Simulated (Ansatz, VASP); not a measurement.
## SrO: VASP beside Ansatz

File INCAR:

```
  ALGO = Normal
  EDIFF = 1E-6
  ENCUT = 520
  ISIF = 2
  ISMEAR = -1
  LASPH = T
  LCHARG = T
  LELF = T
  LREAL = F
  LVHAR = T
  LWAVE = F
  NBANDS = 15
  NELM = 100
  PREC = Accurate
  SIGMA = 0.02
```

KPOINTS

```
k-points
0
Gamma
  8 8 8
```

Contents of POSCAR:

```
SrO
1.0
    0.0000000000      2.5441020000      2.5698000000
    2.5441020000      0.0000000000      2.5698000000
    2.5441020000      2.5441020000      0.0000000000
Sr O
1 1
Direct
    0.0000000000      0.0000000000      0.0000000000
    0.5000000000      0.5000000000      0.5000000000
```

Input for Ansatz:

```yaml
crystal:
  lattice:
    - [0.0, 2.544102, 2.5698]
    - [2.544102, 0.0, 2.5698]
    - [2.544102, 2.544102, 0.0]
  atoms:
    - { symbol: Sr, position: [0.0, 0.0, 0.0] }
    - { symbol: O, position: [0.5, 0.5, 0.5] }
kpoints:
  mp_grid: { grid: [8, 8, 8] }
  band_path:
    path:
      - [0.0, 0.0, 0.0]
      - [0.0, 0.5, 0.5]
      - [0.25, 0.75, 0.5]
      - [0.0, 0.5, 0.0]
      - [0.0, 0.0, 0.0]
      - [0.5, 0.5, 0.0]
      - [0.3725125, 0.6274875, 0.0]
      - [-0.3725125, 0.3725125, 0.0]
      - [0.0, 0.0, 0.0]
    npoints: 5
scf:
  occupations: { method: fermi_dirac, width: 0.02 }
hamiltonian:
  xc: lda
  pseudopotentials: { kind: all_electron, lapw: { basis_error: 0.00025 } }
output:
  forces: true
  stress: true
  eigenvalues: true
```

Change from the starting cell: equal xx and yy strain of -1 %.

Alike in both runs: task single point; functional LDA; k mesh 8 × 8 × 8; occupations fermi-dirac, width 0.02 eV; no spin polarisation.

```csv
,VASP,Ansatz
version,VASP 6.6.1,Ansatz 0.2.0
potentials or method,"VASP PAW LDA potentials, release 64 (Sr_sv, O), cutoff 520 eV","all-electron LAPW, scalar-relativistic"
```

|  | VASP | Ansatz | Ansatz less VASP |
| --- | --- | --- | --- |
| gap on the k mesh at the Fermi level (eV) | 3.06 | 3.12 | +0.060 |
| pressure (GPa) | -1.6 | -2.4 | -0.75 |
| traceless stress, the component that is largest in VASP (GPa) | -0.96 | -0.90 | +0.058 |

LDA's correlation is that of Perdew and Zunger in VASP and of Perdew and Wang (1992) in Ansatz. Ansatz ran all-electron here, and VASP with PAW potentials.
